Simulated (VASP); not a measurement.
# SnO2 in VASP: notebook, part 2 of 2

VASP 6.6.1. Earlier steps stand in the parts before.

### Step 3. Single point, PBEsol

This run uses another cell than the first one, of 12.12 Å³/atom.

Contents of INCAR:

```
ALGO = Normal
EDIFF = 1E-6
ENCUT = 600
GGA = PS
GGA_COMPAT = F
ISIF = 2
ISMEAR = -1
LASPH = T
LCHARG = F
LREAL = F
LWAVE = F
NBANDS = 64
NELM = 120
PREC = Accurate
SIGMA = 0.05
```

Contents of KPOINTS:

```
k-points
0
Gamma
  6 6 6
```

Contents of POSCAR:

```
SnO2
1.0
   -3.2049876039      3.3683228566      3.3678799249
    3.2049876039     -3.3683228566      3.3678799249
    3.2049876039      3.3683228566     -3.3678799249
Sn O
4 8
Direct
    0.5000000000      0.0000000000      0.0000000000
    0.5000000000      0.5000000000      0.5000000000
    0.0035990000      0.7535990000      0.2500000000
    0.9964010000      0.2464010000      0.7500000000
    0.8064960000      0.8037740000      0.4972780000
    0.8064960000      0.3092180000      0.0027220000
    0.3024350000      0.2459400000      0.0564950000
    0.6894450000      0.2459400000      0.4435050000
    0.3105550000      0.7540600000      0.5564950000
    0.1935040000      0.6907820000      0.9972780000
    0.6975650000      0.7540600000      0.9435050000
    0.1935040000      0.1962260000      0.5027220000
```

Potentials or basis: VASP PAW PBE potentials, release 64 (Sn_d, O).

Started as:

```bash
cat potpaw_PBE.64/Sn_d/POTCAR potpaw_PBE.64/O/POTCAR > POTCAR
mpirun -np 1 vasp_std > vasp.out
```

OUTCAR:

```text
EDIFF = 1E-6
   ENCUT = 600
   GGA = PS
   ISIF = 2
   ISMEAR = -1
   LASPH = T
   LREAL = F
   NELM = 120
   PREC = Accurate

 ion  position               nearest neighbor table
   1  0.500  0.000  0.000-   6 2.06  10 2.06   7 2.07  11 2.07   8 2.07   9 2.07   2 3.20   2 3.20
                             4 3.71   3 3.71   3 3.73   3 3.73   4 3.73   4 3.73   3 3.75   4 3.75
   2  0.500  0.500  0.500-   5 2.06  12 2.06   9 2.07   8 2.07  11 2.07   7 2.07   1 3.20   1 3.20
                             3 3.71   4 3.71   4 3.73   3 3.73   3 3.73   4 3.73   4 3.75   3 3.75
   3  0.004  0.754  0.250-  10 2.06  12 2.06   9 2.06  11 2.06   5 2.07   6 2.07   4 3.21   4 3.21
                             2 3.71   1 3.71   1 3.73   2 3.73   1 3.73   2 3.73   2 3.75   1 3.75
   4  0.996  0.246  0.750-   6 2.06   5 2.06   8 2.06   7 2.06  12 2.07  10 2.07   3 3.21   3 3.21
                             1 3.71   2 3.71   2 3.73   1 3.73   2 3.73   1 3.73   1 3.75   2 3.75
   5  0.806  0.804  0.497-   4 2.06   2 2.06   3 2.07
   6  0.806  0.309  0.003-   4 2.06   1 2.06   3 2.07
   7  0.302  0.246  0.056-   4 2.06   1 2.07   2 2.07
   8  0.689  0.246  0.444-   4 2.06   2 2.07   1 2.07
[... 1828 lines left out ...]

------------------------ aborting loop because EDIFF is reached ----------------------------------------

  FORCE on cell =-STRESS in cart. coord.  units (eV):
  Direction    XX          YY          ZZ          XY          YZ          ZX
  --------------------------------------------------------------------------------------
  -------------------------------------------------------------------------------------
  Total        1.8843622      1.0982024      1.1252915      0.0000000     -0.0000000      0.0000000
  in kB       20.7595681     12.0986335     12.3970672      0.0000000     -0.0000000      0.0000000
  external PRESSURE =      15.0850896 kB  Pullay stress =       0.0000000 kB

 VOLUME and BASIS-vectors are now :
 -----------------------------------------------------------------------------
  energy-cutoff  :      600.00
  volume of cell :      145.43
      direct lattice vectors                 reciprocal lattice vectors
    -3.204987604  3.368322857  3.367879925     0.000000000  0.148441827  0.148461350
     3.204987604 -3.368322857  3.367879925     0.156006844  0.000000000  0.148461350
     3.204987604  3.368322857 -3.367879925     0.156006844  0.148441827  0.000000000

 POSITION                                       TOTAL-FORCE (eV/Angst)
 -----------------------------------------------------------------------------------
     -1.60249      1.68416      1.68394        -0.000000      0.000000      0.000000
      1.60249      1.68416      1.68394        -0.000000      0.000000      0.000000
      3.20499     -1.68416      1.70818        -0.000000      0.000000     -0.053976
      0.00000      5.05248      1.65970        -0.000000      0.000000      0.053976
      1.58505      1.68416      3.74842         0.022573     -0.000000     -0.065265
     -1.58505      1.68416      3.74842        -0.022573     -0.000000     -0.065265
     -0.00000      0.38059      1.65659        -0.000000     -0.064851      0.027592
      0.00000      2.98774      1.65659        -0.000000      0.064851      0.027592
      3.20499      0.38059      1.71129         0.000000     -0.064851     -0.027592
      4.79003      1.68416     -0.38054         0.022573      0.000000      0.065265
      3.20499      2.98774      1.71129        -0.000000      0.064851     -0.027592
      1.61994      1.68416     -0.38054        -0.022573      0.000000      0.065265
 -----------------------------------------------------------------------------------
    total drift:                                0.000000      0.000000     -0.000000

  FREE ENERGIE OF THE ION-ELECTRON SYSTEM (eV)
  ---------------------------------------------------
  free  energy   TOTEN  =       -79.3478800287 eV

  energy  without entropy=      -79.3478791059  energy(sigma->0) =      -79.34787957
```

OSZICAR:

```text
N       E                     dE             d eps       ncg     rms          rms(c)
DAV:   1     0.170288545854E+04    0.17029E+04   -0.52846E+04  6792   0.281E+03
DAV:   2     0.296826356446E+03   -0.14061E+04   -0.13306E+04  6064   0.865E+02
DAV:   3    -0.572605207930E+02   -0.35409E+03   -0.34403E+03  6432   0.299E+02
DAV:   4    -0.893252653596E+02   -0.32065E+02   -0.31710E+02  7312   0.982E+01
DAV:   5    -0.902498172271E+02   -0.92455E+00   -0.92155E+00  6928   0.175E+01    0.209E+01
DAV:   6    -0.792712478062E+02    0.10979E+02   -0.36668E+01  9328   0.666E+01    0.807E+00
DAV:   7    -0.794569195218E+02   -0.18567E+00   -0.42516E+00  6632   0.848E+00    0.459E+00
DAV:   8    -0.793825309178E+02    0.74389E-01   -0.62006E-01  8128   0.541E+00    0.114E+00
DAV:   9    -0.793468540985E+02    0.35677E-01   -0.17541E-01  8824   0.438E+00    0.211E-01
DAV:  10    -0.793477228070E+02   -0.86871E-03   -0.13020E-02  8264   0.831E-01    0.771E-02
DAV:  11    -0.793478778226E+02   -0.15502E-03   -0.83423E-04  8456   0.227E-01    0.276E-02
DAV:  12    -0.793478868879E+02   -0.90653E-05   -0.64608E-05  7536   0.491E-02    0.228E-02
DAV:  13    -0.793478797285E+02    0.71594E-05   -0.34879E-05  8152   0.607E-02    0.494E-03
DAV:  14    -0.793478800287E+02   -0.30016E-06   -0.36000E-06  5648   0.103E-02
   1 F= -.79347880E+02 E0= -.79347880E+02  d E =-.922766E-06
```

Run time: 5.5 min. Hardware: 1 thread of Intel Xeon 6975P-C (Granite Rapids), shared host; peak memory 0.54 GiB.

What came out:

```
Free energy            : -79.3479 eV
Pressure               : 1.5 GPa
Largest force          : 0.070 eV/Å
Band gap on the k mesh : 0.98 eV
```

Forces on the atoms (eV/Å):
```
Sn   0.000  0.000  0.000
Sn   0.000  0.000  0.000
Sn   0.000  0.000 -0.054
Sn   0.000  0.000  0.054
O    0.023  0.000 -0.065
O   -0.023  0.000 -0.065
O    0.000 -0.065  0.028
O    0.000  0.065  0.028
O    0.000 -0.065 -0.028
O    0.023  0.000  0.065
O    0.000  0.065 -0.028
O   -0.023  0.000  0.065
```

Levels at points of the mesh, in eV from the valence-band top:
| k point | band 48 | band 49 | band 50 | band 51 | band 52 | band 53 | band 54 | band 55 | band 56 | band 57 |
| --- | --- | --- | --- | --- | --- | --- | --- | --- | --- | --- |
| (0.00, 0.00, 0.00) | -0.83 | -0.83 | -0.78 | -0.77 | 0.00 | 0.98 | 4.61 | 4.61 | 5.89 | 6.07 |
| (0.50, 0.00, 0.00) | -1.09 | -0.74 | -0.73 | -0.64 | -0.63 | 4.18 | 4.18 | 6.19 | 6.21 | 6.83 |
| (0.00, 0.50, 0.00) | -1.07 | -0.86 | -0.84 | -0.53 | -0.50 | 4.32 | 4.33 | 5.93 | 5.95 | 8.40 |
| (0.50, 0.50, 0.00) | -1.07 | -0.85 | -0.85 | -0.51 | -0.51 | 4.32 | 4.32 | 5.94 | 5.94 | 8.44 |
| (0.50, 0.50, 0.50) | -1.34 | -1.25 | -1.25 | -0.90 | -0.89 | 4.58 | 4.58 | 5.92 | 5.93 | 7.26 |

Caveat: the PAW data sets were made with another functional, which shifts forces and pressure a little; spin-orbit coupling is left out, which moves the levels of the heavy elements.

### Step 4. Single point, RPBE

This run uses another cell than the first one, of 12.88 Å³/atom.

Contents of INCAR:

```
SYSTEM = SnO2
PREC = Accurate ; ENCUT = 520
EDIFF = 1E-6 ; ISMEAR = -1
SIGMA = 0.05 ; LREAL = .False.
LASPH = .True. ; NELM = 60
ALGO = Normal ; ISIF = 2
LWAVE = .False. ; LCHARG = .False.
GGA = RP ; NBANDS = 64
```

Contents of KPOINTS:

```
Automatic mesh
0
Gamma
  6 6 6
  0 0 0
```

Contents of POSCAR:

```
SnO2
1.0
   -3.2517893560      3.4470848917      3.4470924250
    3.2517893560     -3.4470848917      3.4470924250
    3.2517893560      3.4470848917     -3.4470924250
Sn O
4 8
Direct
    0.5000000000      0.0000000000      0.0000000000
    0.5000000000      0.5000000000      0.5000000000
   -0.0000134732      0.7499865268      0.2500000000
    1.0000134732      0.2500134732      0.7500000000
    0.8069385393      0.8069458614      0.5000073221
    0.8069385393      0.3069312172     -0.0000073221
    0.3069492435      0.2500110405      0.0569382030
    0.6930728375      0.2500110405      0.4430617970
    0.3069271625      0.7499889595      0.5569382030
    0.1930614607      0.6930687828      1.0000073221
    0.6930507565      0.7499889595      0.9430617970
    0.1930614607      0.1930541386      0.4999926779
```

Started as:

```bash
cat potpaw_PBE.64/Sn_d/POTCAR potpaw_PBE.64/O/POTCAR > POTCAR
mpirun -np 1 vasp_std > vasp.out
```

Run time: 18 min. Hardware: 1 thread of Intel Xeon 8259CL, shared host; peak memory 0.52 GiB.

The run converged. Its results:

```yaml
Free_energy: -70.0034 eV
Pressure: 0.6 GPa
Largest_force: 0.019 eV/Å
Band_gap_on_the_k_mesh: 0.54 eV
```

Forces in eV/Å, atoms in the order of the input:
```
Sn   0.000  0.000  0.000
Sn   0.000  0.000  0.000
Sn   0.000  0.000  0.000
Sn   0.000  0.000  0.000
O    0.000  0.000 -0.019
O    0.000  0.000 -0.019
O    0.000 -0.018  0.000
O    0.000  0.018  0.000
O    0.000 -0.018  0.000
O    0.000  0.000  0.019
O    0.000  0.018  0.000
O    0.000  0.000  0.019
```

Stress tensor (GPa, compression positive):
```
0.74 0.00 0.00
0.00 0.48 0.00
0.00 0.00 0.48
```

Levels at points of the mesh, in eV from the valence-band top:
| k point | band 49 | band 50 | band 51 | band 52 | band 53 | band 54 | band 55 | band 56 |
| --- | --- | --- | --- | --- | --- | --- | --- | --- |
| (0.00, 0.00, 0.00) | -0.76 | -0.72 | -0.72 | 0.00 | 0.54 | 4.23 | 4.23 | 5.61 |
| (0.50, 0.00, 0.00) | -0.76 | -0.76 | -0.59 | -0.59 | 3.73 | 3.73 | 5.67 | 5.67 |
| (0.00, 0.50, 0.00) | -0.79 | -0.79 | -0.47 | -0.47 | 3.86 | 3.86 | 5.45 | 5.45 |
| (0.50, 0.50, 0.00) | -0.79 | -0.79 | -0.47 | -0.47 | 3.86 | 3.86 | 5.45 | 5.45 |
| (0.50, 0.50, 0.50) | -1.14 | -1.14 | -0.83 | -0.83 | 4.12 | 4.12 | 5.42 | 5.42 |

Caveat: semilocal functionals underestimate gaps, and a narrow one can read as zero; the PAW data sets were made with another functional, which shifts forces and pressure a little; spin-orbit coupling is left out, which moves the levels of the heavy elements.

### Step 5. Single point, PBEsol

This run uses another cell than the first one, of 12.37 Å³/atom.

Contents of INCAR:

```
SYSTEM = SnO2
PREC = Accurate ; ENCUT = 600
EDIFF = 1E-6 ; ISMEAR = -1
SIGMA = 0.05 ; LREAL = .False.
LASPH = .True. ; NELM = 120
ALGO = Normal ; ISIF = 2
LWAVE = .False. ; LCHARG = .True.
GGA = PS ; LELF = .True.
LVHAR = .True. ; NBANDS = 64
GGA_COMPAT = .False.
```

Contents of KPOINTS:

```
regular mesh
0
Gamma
  6 6 6
  0 0 0
```

Contents of POSCAR:

```
SnO2
1.0
   -3.2270916651      3.3915534035      3.3911074170
    3.2270916651     -3.3915534035      3.3911074170
    3.2270916651      3.3915534035     -3.3911074170
Sn O
4 8
Direct
    0.5000000000      0.0000000000      0.0000000000
    0.5000000000      0.5000000000      0.5000000000
    0.0035990000      0.7535990000      0.2500000000
    0.9964010000      0.2464010000      0.7500000000
    0.8064960000      0.8037740000      0.4972780000
    0.8064960000      0.3092180000      0.0027220000
    0.3024350000      0.2459400000      0.0564950000
    0.6894450000      0.2459400000      0.4435050000
    0.3105550000      0.7540600000      0.5564950000
    0.1935040000      0.6907820000      0.9972780000
    0.6975650000      0.7540600000      0.9435050000
    0.1935040000      0.1962260000      0.5027220000
```

Started as:

```bash
cat potpaw_PBE.64/Sn_d/POTCAR potpaw_PBE.64/O/POTCAR > POTCAR
mpirun -np 1 vasp_std > vasp.out
```

Run time: 6.6 min. Hardware: 1 thread of Intel Xeon Platinum 8488C (Sapphire Rapids), shared host; peak memory 0.56 GiB.

It converged, with:

```yaml
Free_energy: -79.3439 eV
Pressure: -2.6 GPa
Largest_force: 0.057 eV/Å
Band_gap_on_the_k_mesh: 0.74 eV
```

Forces in eV/Å, atoms in the order of the input:
```
Sn   0.000  0.000  0.000
Sn   0.000  0.000  0.000
Sn   0.000  0.000 -0.057
Sn   0.000  0.000  0.057
O    0.030  0.000  0.008
O   -0.030  0.000  0.008
O    0.000  0.009  0.030
O    0.000 -0.009  0.030
O    0.000  0.009 -0.030
O    0.030  0.000 -0.008
O    0.000 -0.009 -0.030
O   -0.030  0.000 -0.008
```

Stress tensor (GPa, compression positive):
```
-2.81  0.00  0.00
 0.00 -2.45  0.00
 0.00  0.00 -2.42
```

Levels at points of the mesh, in eV from the valence-band top:
| k point | band 48 | band 49 | band 50 | band 51 | band 52 | band 53 | band 54 | band 55 | band 56 | band 57 |
| --- | --- | --- | --- | --- | --- | --- | --- | --- | --- | --- |
| (0.00, 0.00, 0.00) | -0.81 | -0.80 | -0.76 | -0.75 | 0.00 | 0.74 | 4.40 | 4.40 | 5.70 | 5.96 |
| (0.50, 0.00, 0.00) | -1.06 | -0.75 | -0.74 | -0.62 | -0.62 | 3.97 | 3.97 | 5.95 | 5.96 | 6.71 |
| (0.00, 0.50, 0.00) | -1.07 | -0.84 | -0.83 | -0.52 | -0.49 | 4.10 | 4.10 | 5.69 | 5.71 | 8.27 |
| (0.50, 0.50, 0.00) | -1.08 | -0.83 | -0.83 | -0.50 | -0.50 | 4.10 | 4.10 | 5.70 | 5.70 | 8.29 |
| (0.50, 0.50, 0.50) | -1.35 | -1.22 | -1.22 | -0.88 | -0.87 | 4.36 | 4.36 | 5.68 | 5.69 | 7.12 |

Caveat: semilocal functionals underestimate gaps, and a narrow one can read as zero; the PAW data sets were made with another functional, which shifts forces and pressure a little; spin-orbit coupling is left out, which moves the levels of the heavy elements.

### Step 6. Summary

| level | cell | cutoff (eV) | smearing | gap on the mesh (eV) | pressure (GPa) | largest force (eV/Å) |
| --- | --- | --- | --- | --- | --- | --- |
| PBE | a = 5.820 Å, angles 112.1, 108.2, 108.2°, 12 atoms, atomic positions A | 520 | gaussian 0.011 eV | 0.62 | -0.2 | 0.06 |
| PBEsol | a = 5.741 Å, angles 112.1, 108.2, 108.2°, 12 atoms, atomic positions A | 600 | fermi-dirac 0.05 eV | 0.98 | 1.5 | 0.07 |
| RPBE | a = 5.860 Å, angles 112.6, 107.9, 107.9°, 12 atoms, atomic positions B | 520 | fermi-dirac 0.05 eV | 0.54 | 0.6 | 0.02 |
| PBEsol | a = 5.781 Å, angles 112.1, 108.2, 108.2°, 12 atoms, atomic positions A | 600 | fermi-dirac 0.05 eV | 0.74 | -2.6 | 0.06 |

Alike in all rows: task single point; potentials or basis VASP PAW PBE potentials, release 64 (Sn_d, O); no spin polarisation; k mesh 6 × 6 × 6.

Caveats: spin-orbit coupling is left out, which moves the levels of the heavy elements; semilocal functionals underestimate gaps, and a narrow one can read as zero (at least some runs); the PAW data sets were made with another functional, which shifts forces and pressure a little (at least some runs).

Absolute energies hang on the potentials; compare differences alone.
